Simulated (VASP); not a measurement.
# C (Pm-3m) in VASP: further runs

C is run at these levels: r2SCAN; tasks: single point, relaxation of cell and atoms.

All numbers are computed with VASP 6.6.1; they aren't measurements. Logs are shortened: lines on timing, memory, paths and dates and some standing lists are left out, and cuts for length are marked.

### 1 The cell of the first run

Symmetry: Pm-3m, No. 221, cubic system. Conventional cell: a = 1.777 Å, b = 1.777 Å, c = 1.777 Å, α = 90.00°, β = 90.00°, γ = 90.00°. Within 2.4 Å of C (site symmetry m-3m) lie 6 C at 1.78 Å.

### 2 Single point, r2SCAN

Contents of POSCAR:

```
C
1.0
    1.7769911239      0.0000000000      0.0000000000
    0.0000000000      1.7769911239      0.0000000000
    0.0000000000      0.0000000000      1.7769911239
C
1
Direct
    0.0000000000      0.0000000000      0.0000000000
```

Contents of INCAR.step1:

```
SYSTEM = C
ALGO     = Normal         ! electronic algorithm
EDIFF    = 1E-4           ! SCF threshold, eV
ENCUT    = 520            ! plane-wave cutoff, eV
GGA      = PE             ! functional
ISMEAR   = -1             ! smearing method
LASPH    = .TRUE.         ! aspherical terms in the spheres
LCHARG   = .FALSE.        ! write CHGCAR
LREAL    = .FALSE.        ! projectors in reciprocal space
LWAVE    = .TRUE.         ! write WAVECAR
NBANDS   = 8              ! bands
NELM     = 60             ! most SCF steps
PREC     = Accurate       ! precision mode
SIGMA    = 0.05           ! smearing width, eV
```

Contents of INCAR.step2:

```
SYSTEM = C
ALGO     = Normal         ! electronic algorithm
EDIFF    = 1E-6           ! SCF threshold, eV
ENCUT    = 520            ! plane-wave cutoff, eV
ISIF     = 2              ! what is computed and relaxed
ISMEAR   = -1             ! smearing method
ISTART   = 1            
LASPH    = .TRUE.         ! aspherical terms in the spheres
LCHARG   = .FALSE.        ! write CHGCAR
LMIXTAU  = .TRUE.       
LREAL    = .FALSE.        ! projectors in reciprocal space
LWAVE    = .FALSE.        ! write WAVECAR
METAGGA  = R2SCAN         ! meta-GGA
NBANDS   = 8              ! bands
NELM     = 60             ! most SCF steps
PREC     = Accurate       ! precision mode
SIGMA    = 0.05           ! smearing width, eV
```

Contents of KPOINTS:

```
k-points
0
G
  9 9 9
  0 0 0
```

Potentials or basis: VASP PAW PBE potentials, release 64 (C).

Started as:

```bash
$ cat potpaw_PBE.64/C/POTCAR > POTCAR
$ cp INCAR.step1 INCAR
$ mpirun -np 1 vasp_std > vasp.out
$ cp INCAR.step2 INCAR
$ mpirun -np 1 vasp_std > vasp.out
```

OUTCAR:

```text
SYSTEM = C
   EDIFF = 1E-6
   ENCUT = 520
   ISIF = 2
   ISMEAR = -1
   ISTART = 1
   LASPH = .TRUE.
   LREAL = .FALSE.
   METAGGA = R2SCAN
   NELM = 60
   PREC = Accurate

 ion  position               nearest neighbor table
   1  0.000  0.000  0.000-

  LATTYP: Found a simple cubic cell.
 ALAT       =     1.7769911239

  Lattice vectors:

 A1 = (   1.7769911239,   0.0000000000,   0.0000000000)
 A2 = (   0.0000000000,   1.7769911239,   0.0000000000)
 A3 = (   0.0000000000,   0.0000000000,   1.7769911239)

Analysis of symmetry for initial positions (statically):
=====================================================================
 Subroutine PRICEL returns:
 Original cell was already a primitive cell.

 Routine SETGRP: Setting up the symmetry group for a
 simple cubic supercell.

 Subroutine GETGRP returns: Found 48 space group operations
 (whereof 48 operations were pure point group operations)
 out of a pool of 48 trial point group operations.

The static configuration has the point symmetry O_h .

Analysis of symmetry for dynamics (positions and initial velocities):
=====================================================================
 Subroutine PRICEL returns:
 Original cell was already a primitive cell.

 Routine SETGRP: Setting up the symmetry group for a
 simple cubic supercell.

 Subroutine GETGRP returns: Found 48 space group operations
 (whereof 48 operations were pure point group operations)
 out of a pool of 48 trial point group operations.

The dynamic configuration has the point symmetry O_h .

 Subroutine INISYM returns: Found 48 space group operations
 (whereof 48 operations are pure point group operations),
 and found     1 'primitive' translations

----------------------------------------------------------------------------------------

                                     Primitive cell

  volume of cell :       5.6112

  direct lattice vectors                    reciprocal lattice vectors
     1.776991124  0.000000000  0.000000000     0.562749012  0.000000000  0.000000000
     0.000000000  1.776991124  0.000000000     0.000000000  0.562749012  0.000000000
     0.000000000  0.000000000  1.776991124     0.000000000  0.000000000  0.562749012

  length of vectors
     1.776991124  1.776991124  1.776991124     0.562749012  0.562749012  0.562749012

  position of ions in fractional coordinates (direct lattice)
     0.000000000  0.000000000  0.000000000

  ion indices of the primitive-cell ions
   primitive index   ion index
                 1           1

----------------------------------------------------------------------------------------

 KPOINTS: k-points

Automatic generation of k-mesh.
 Grid dimensions read from file:
 generate k-points for:    9    9    9

 Generating k-lattice:

  Cartesian coordinates                     Fractional coordinates (reciprocal lattice)
     0.062527668  0.000000000  0.000000000     0.111111111  0.000000000  0.000000000
     0.000000000  0.062527668  0.000000000     0.000000000  0.111111111  0.000000000
     0.000000000  0.000000000  0.062527668     0.000000000  0.000000000  0.111111111

  Length of vectors
     0.062527668  0.062527668  0.062527668

  Shift w.r.t. Gamma in fractional coordinates (k-lattice)
     0.000000000  0.000000000  0.000000000

 Subroutine IBZKPT returns following result:
 ===========================================

 Found     35 irreducible k-points:

 Following reciprocal coordinates:
            Coordinates               Weight
  0.000000  0.000000  0.000000      1.000000
  0.111111  0.000000  0.000000      6.000000
  0.222222  0.000000  0.000000      6.000000
  0.333333  0.000000  0.000000      6.000000
  0.444444  0.000000  0.000000      6.000000
  0.111111  0.111111  0.000000     12.000000
[... 16 lines left out ...]
  0.333333  0.333333  0.111111     24.000000
  0.444444  0.333333  0.111111     48.000000
 [... further k-points ...]
   k-points           NKPTS =     35   k-points in BZ     NKDIM =     35   number of bands    NBANDS=      8
   number of dos      NEDOS =    301   number of ions     NIONS =      1
   total plane-waves  NPLWV =   2744
   dimension x,y,z NGX =    14 NGY =   14 NGZ =   14
   dimension x,y,z NGXF=    28 NGYF=   28 NGZF=   28
   ions per type =               1
   NGX,Y,Z   is equivalent  to a cutoff of  13.10, 13.10, 13.10 a.u.
   NGXF,Y,Z  is equivalent  to a cutoff of  26.20, 26.20, 26.20 a.u.
 SYSTEM =  C
   PREC   = accura    normal or accurate (medium, high low for compatibility)
   ISTART =      1    job   : 0-new  1-cont  2-samecut
   ICHARG =      0    charge: 1-file 2-atom 10-const
   ISPIN  =      1    spin polarized calculation?
   LNONCOLLINEAR =      F non collinear calculations
   LSORBIT =      F    spin-orbit coupling
   LASPH  =      T    aspherical Exc in radial PAW
   ENCUT  =  520.0 eV  38.22 Ry    6.18 a.u.   3.30  3.30  3.30*2*pi/ulx,y,z
   NELM   =     60;   NELMIN=  2; NELMDL=  0     # of ELM steps
   EDIFF  = 0.1E-05   stopping-criterion for ELM
   LREAL  =      F    real-space projection
   EDIFFG = 0.1E-04   stopping-criterion for IOM
   NSW    =      0    number of steps for IOM
   IBRION =     -1    ionic relax: 0-MD 1-quasi-New 2-CG
   NFREE  =      0    steps in history (QN), initial steepest desc. (CG)
   ISIF   =      2    stress and relaxation
   ISYM   =      2    0-nonsym 1-usesym 2-fastsym
   POTIM  = 0.5000    time-step for ionic-motion
   TEBEG  =    0.0;   TEEND  =   0.0 temperature during run
   PSTRESS=    0.0 pullay stress
   NELECT =       4.0000    total number of electrons
   NUPDOWN=      -1.0000    fix difference up-down
   EMIN   =  10.00;   EMAX   =-10.00  energy-range for DOS
   EFERMI =   0.00;   METHOD = LEGACY
   ISMEAR =    -1;   SIGMA  =   0.05  broadening in eV -4-tet -1-fermi 0-gaus
   EFERMI_NEDOS =   21; number of points for ismear=-14 and -15
   IALGO  =     38    algorithm
   IMIX   =      4    mixing-type and parameters
     AMIX     =   0.40;   BMIX     =  1.00
     AMIX_MAG =   1.60;   BMIX_MAG =  1.00
  volume/ion in A,a.u.               =       5.61        37.87
  Fermi-wavevector in a.u.,A,eV,Ry     =   1.462434  2.763599 29.098954  2.138713
  Thomas-Fermi vector in A             =   2.578648
   LORBIT       =      0    0 simple, 1 ext, 2 COOP (PROOUT), +10 PAW based schemes
   METAGGA = R2SCAN    functional components
   LHFCALC =     F    Hartree Fock is set to
   AEXX    =    0.0000 exact exchange contribution
   IVDW    =     0    specifies the selected vdW correction
   LEPSILON=     F    determine dielectric tensor
   LRPA    =     F    only Hartree local field effects (RPA)
 non-spin polarized calculation
  energy-cutoff  :      520.00
  volume of cell :        5.61
 maximum number of plane-waves:       159
 NGX is ok and might be reduce to    14
   NGX =  7   NGY =  7   NGZ =  7

 number of electron       4.0000000 magnetization

 Free energy of the ion-electron system (eV)
  ---------------------------------------------------
  ext. energy  EPLUGINS =         0.00000000
  ---------------------------------------------------
  free energy    TOTEN  =        -7.04868072 eV

  energy without entropy =       -7.04573919  energy(sigma->0) =       -7.04720996

 E-fermi :  11.5565     XC(G=0): -14.8645

 val. band max:       11.3827209083   @ k =   0.2222   0.0000   0.0000
 cond. band min:      11.6410986513   @ k =   0.2222   0.2222   0.1111
 fundamental gap:      0.2583777430
 Fermi energy:        11.5564894853

 k-point     1 :       0.0000    0.0000    0.0000
  band No.  band energies     occupation
      1     -12.4709      2.00000
      2      20.7515      0.00000
      3      20.7515      0.00000
      4      20.7515      0.00000
      5      37.2544      0.00000
      6      37.2544      0.00000
      7      43.6864      0.00000
      8      69.4088      0.00000

 k-point     2 :       0.1111    0.0000    0.0000
  band No.  band energies     occupation
      1     -11.9640      2.00000
      2      17.4262      0.00000
      3      21.0908      0.00000
      4      21.0908      0.00000
      5      37.8163      0.00000
      6      40.7677      0.00000
      7      43.8102      0.00000
      8      66.3742      0.00000

 k-point     3 :       0.2222    0.0000    0.0000
  band No.  band energies     occupation
      1     -10.4461      2.00000
      2      11.3827      1.93996
      3      22.0240      0.00000
      4      22.0240      0.00000
      5      39.4666      0.00000
      6      42.9053      0.00000
      7      48.0648      0.00000
      8      60.4929      0.00000

 k-point     4 :       0.3333    0.0000    0.0000
  band No.  band energies     occupation
      1      -7.9300      2.00000
      2       5.3854      2.00000
      3      23.2405      0.00000
      4      23.2405      0.00000
      5      42.0315      0.00000
      6      42.6560      0.00000
      7      52.9299      0.00000
      8      55.2834      0.00000

 k-point     5 :       0.4444    0.0000    0.0000
  band No.  band energies     occupation
      1      -4.4588      2.00000
      2       0.0974      2.00000
      3      24.1606      0.00000
      4      24.1606      0.00000
      5      42.4257      0.00000
      6      44.7135      0.00000
      7      52.2588      0.00000
      8      52.2588      0.00000
[... 177 lines left out ...]
 k-point    22 :       0.4444    0.2222    0.1111
  band No.  band energies     occupation
      1      -2.1469      2.00000
      2       2.3067      2.00000
      3      17.1324      0.00000
      4      23.9545      0.00000
      5      31.8230      0.00000
      6      43.3848      0.00000
      7      52.4648      0.00000
      8      55.5852      0.00000

 k-point    23 :       0.3333    0.3333    0.1111
  band No.  band energies     occupation
      1      -3.1147      2.00000
      2       7.3993      2.00000
      3      12.2645      0.00000
      4      23.9400      0.00000
      5      29.4857      0.00000
      6      45.9690      0.00000
      7      49.8246      0.00000
      8      57.8655      0.00000

 k-point    24 :       0.4444    0.3333    0.1111
  band No.  band energies     occupation
      1       0.0699      2.00000
      2       4.1627      2.00000
      3      12.5606      0.00000
      4      24.8875      0.00000
      5      25.7627      0.00000
      6      45.2670      0.00000
      7      49.8691      0.00000
      8      59.8787      0.00000

 [... further k-points ...]
[... 5 lines left out ...]
  --------------------------------------------------------------------------------------
  -------------------------------------------------------------------------------------
  Total        0.0173959      0.0173959      0.0173959     -0.0000000     -0.0000000     -0.0000000
  in kB        4.9670872      4.9670872      4.9670872     -0.0000000     -0.0000000     -0.0000000
  external PRESSURE =       4.9670872 kB  Pullay stress =       0.0000000 kB

 VOLUME and BASIS-vectors are now :
 -----------------------------------------------------------------------------
  energy-cutoff  :      520.00
  volume of cell :        5.61
      direct lattice vectors                 reciprocal lattice vectors
     1.776991124  0.000000000  0.000000000     0.562749012  0.000000000  0.000000000
     0.000000000  1.776991124  0.000000000     0.000000000  0.562749012  0.000000000
     0.000000000  0.000000000  1.776991124     0.000000000  0.000000000  0.562749012

 POSITION                                       TOTAL-FORCE (eV/Angst)
 -----------------------------------------------------------------------------------
      0.00000      0.00000      0.00000         0.000000      0.000000      0.000000
 -----------------------------------------------------------------------------------
    total drift:                               -0.000000     -0.000000     -0.000000

  FREE ENERGIE OF THE ION-ELECTRON SYSTEM (eV)
  ---------------------------------------------------
  free  energy   TOTEN  =        -7.0486807191 eV

  energy  without entropy=       -7.0457391911  energy(sigma->0) =       -7.04720996
```

Wall time 3.9 s (1 thread of Intel Xeon 6975P-C, shared host); peak memory 0.11 GiB.

What came out:

* Free energy: -7.0487 eV
* Pressure: 0.5 GPa
* Band gap on the k mesh: zero (band 2 reaches 20.75 eV, above the bottom of band 3 at 8.96 eV)

Levels at points of the mesh, in eV from the Fermi level:
| k point | band 1 | band 2 | band 3 | band 4 | band 5 | band 6 | band 7 |
| --- | --- | --- | --- | --- | --- | --- | --- |
| (0.00, 0.00, 0.00) | -24.03 | 9.20 | 9.20 | 9.20 | 25.70 | 25.70 | 32.13 |

Caveat: the k points lie up to 0.39 Å⁻¹ apart; the PAW data sets were made with another functional, which shifts forces and pressure a little.

### 3 Single point, r2SCAN

This run uses another cell than the first one, of 5.54 Å³/atom, 0.986 times its volume.

Contents of POSCAR:

```
C
1.0
    1.7689309143      0.0000000000      0.0000000000
    0.0000000000      1.7689309143      0.0000000000
    0.0000000000      0.0000000000      1.7689309143
C
1
Direct
    0.0000000000      0.0000000000      0.0000000000
```

Contents of INCAR.step1:

```
SYSTEM = C
PREC = Accurate
ENCUT = 520
ISMEAR = -1
SIGMA = 0.05
LREAL = .False.
LASPH = .True.
NELM = 80
NBANDS = 8
GGA = PE
ALGO = Normal
EDIFF = 1E-4
LWAVE = .True.
LCHARG = .False.
```

Contents of INCAR.step2:

```
SYSTEM = C
PREC = Accurate
ENCUT = 520
EDIFF = 1E-7
ISMEAR = -1
SIGMA = 0.05
LREAL = .False.
LASPH = .True.
NELM = 80
ALGO = Normal
ISIF = 2
LWAVE = .False.
LCHARG = .False.
METAGGA = R2SCAN
LMIXTAU = .True.
NBANDS = 8
ISTART = 1
```

Contents of KPOINTS:

```
Automatic mesh
0
Gamma
  9 9 9
  0 0 0
```

Potentials or basis: VASP PAW PBE potentials, release 64 (C).

Started as:

```bash
$ cat potpaw_PBE.64/C/POTCAR > POTCAR
$ cp INCAR.step1 INCAR
$ mpirun -np 1 vasp_std > vasp.out
$ cp INCAR.step2 INCAR
$ mpirun -np 1 vasp_std > vasp.out
```

It took 3.5 s on 1 thread of Intel Xeon 6975P-C, shared host; peak memory 0.1 GiB.

Results (log left out):

| Quantity | Value |
| --- | --- |
| Free energy | -7.0472 eV |
| Pressure | 5.5 GPa |
| Band gap on the k mesh | zero (band 2 reaches 21.08 eV, above the bottom of band 3 at 9.24 eV) |

Levels at points of the mesh, in eV from the Fermi level:
```csv
k point,band 1,band 2,band 3,band 4,band 5,band 6
"(0.00, 0.00, 0.00)",-24.23,9.32,9.32,9.32,25.84,25.84
```

Caveat: the k points lie up to 0.39 Å⁻¹ apart; the PAW data sets were made with another functional, which shifts forces and pressure a little.

### 4 Single point, r2SCAN

This run uses another cell than the first one, of 5.46 Å³/atom, 0.974 times its volume.

Contents of POSCAR:

```
C
1.0
    1.7612479693      0.0000000000      0.0000000000
    0.0000000000      1.7612479693      0.0000000000
    0.0000000000      0.0000000000      1.7612479693
C
1
Direct
    0.0000000000      0.0000000000      0.0000000000
```

Contents of INCAR.step1:

```
SYSTEM = C
PREC     = Accurate       ! precision mode
ENCUT    = 520            ! plane-wave cutoff, eV
ISMEAR   = -1             ! smearing method
SIGMA    = 0.05           ! smearing width, eV
LREAL    = .False.        ! projectors in reciprocal space
LASPH    = .True.         ! aspherical terms in the spheres
NELM     = 80             ! most SCF steps
NBANDS   = 8              ! bands
GGA      = PE             ! functional
ALGO     = Normal         ! electronic algorithm
EDIFF    = 1E-4           ! SCF threshold, eV
LWAVE    = .True.         ! write WAVECAR
LCHARG   = .False.        ! write CHGCAR
```

Contents of INCAR.step2:

```
SYSTEM = C
PREC     = Accurate       ! precision mode
ENCUT    = 520            ! plane-wave cutoff, eV
EDIFF    = 1E-6           ! SCF threshold, eV
ISMEAR   = -1             ! smearing method
SIGMA    = 0.05           ! smearing width, eV
LREAL    = .False.        ! projectors in reciprocal space
LASPH    = .True.         ! aspherical terms in the spheres
NELM     = 80             ! most SCF steps
ALGO     = Normal         ! electronic algorithm
ISIF     = 2              ! what is computed and relaxed
LWAVE    = .False.        ! write WAVECAR
LCHARG   = .True.         ! write CHGCAR
METAGGA  = R2SCAN         ! meta-GGA
LMIXTAU  = .True.       
LELF     = .True.         ! ELF
LVHAR    = .True.       
NBANDS   = 8              ! bands
ISTART   = 1
```

KPOINTS is that of step 3.

Potentials or basis: VASP PAW PBE potentials, release 64 (C).

Started as:

```bash
$ cat potpaw_PBE.64/C/POTCAR > POTCAR
$ cp INCAR.step1 INCAR
$ mpirun -np 1 vasp_std > vasp.out
$ cp INCAR.step2 INCAR
$ mpirun -np 1 vasp_std > vasp.out
```

OUTCAR:

```text
SYSTEM = C
   PREC = Accurate
   ENCUT = 520
   EDIFF = 1E-6
   ISMEAR = -1
   LREAL = .False.
   LASPH = .True.
   NELM = 80
   ISIF = 2
   METAGGA = R2SCAN
   ISTART = 1

 ion  position               nearest neighbor table
   1  0.000  0.000  0.000-

  LATTYP: Found a simple cubic cell.
 ALAT       =     1.7612479693

  Lattice vectors:

 A1 = (   1.7612479693,   0.0000000000,   0.0000000000)
 A2 = (   0.0000000000,   1.7612479693,   0.0000000000)
[... 190 lines left out ...]
      8      70.8147      0.00000
[... 243 lines left out ...]
 k-point    24 :       0.4444    0.3333    0.1111
  band No.  band energies     occupation
      1       0.3072      2.00000
      2       4.4185      2.00000
      3      13.0940      0.00000
      4      25.6197      0.00000
      5      26.3650      0.00000
      6      46.1495      0.00000
      7      50.8942      0.00000
      8      61.1868      0.00000

 [... further k-points ...]
[... 5 lines left out ...]
  --------------------------------------------------------------------------------------
  -------------------------------------------------------------------------------------
  Total        0.3590459      0.3590459      0.3590459     -0.0000000     -0.0000000     -0.0000000
  in kB      105.2928967    105.2928967    105.2928967     -0.0000000     -0.0000000     -0.0000000
  external PRESSURE =     105.2928967 kB  Pullay stress =       0.0000000 kB

 VOLUME and BASIS-vectors are now :
 -----------------------------------------------------------------------------
  energy-cutoff  :      520.00
  volume of cell :        5.46
      direct lattice vectors                 reciprocal lattice vectors
     1.761247969  0.000000000  0.000000000     0.567779221  0.000000000  0.000000000
     0.000000000  1.761247969  0.000000000     0.000000000  0.567779221  0.000000000
     0.000000000  0.000000000  1.761247969     0.000000000  0.000000000  0.567779221

 POSITION                                       TOTAL-FORCE (eV/Angst)
 -----------------------------------------------------------------------------------
      0.00000      0.00000      0.00000         0.000000      0.000000      0.000000
 -----------------------------------------------------------------------------------
    total drift:                                0.000000     -0.000000     -0.000000

  FREE ENERGIE OF THE ION-ELECTRON SYSTEM (eV)
  ---------------------------------------------------
  free  energy   TOTEN  =        -7.0434952777 eV

  energy  without entropy=       -7.0405682812  energy(sigma->0) =       -7.04203178
```

It took 3.8 s on 1 thread of Intel Xeon 6975P-C, shared host; peak memory 0.1 GiB.

What came out:

* Free energy: -7.0435 eV
* Pressure: 10.5 GPa
* Band gap on the k mesh: zero (band 2 reaches 21.40 eV, above the bottom of band 3 at 9.50 eV)

Caveat: the k points lie up to 0.40 Å⁻¹ apart; the PAW data sets were made with another functional, which shifts forces and pressure a little.

[end of part 1 of 2]
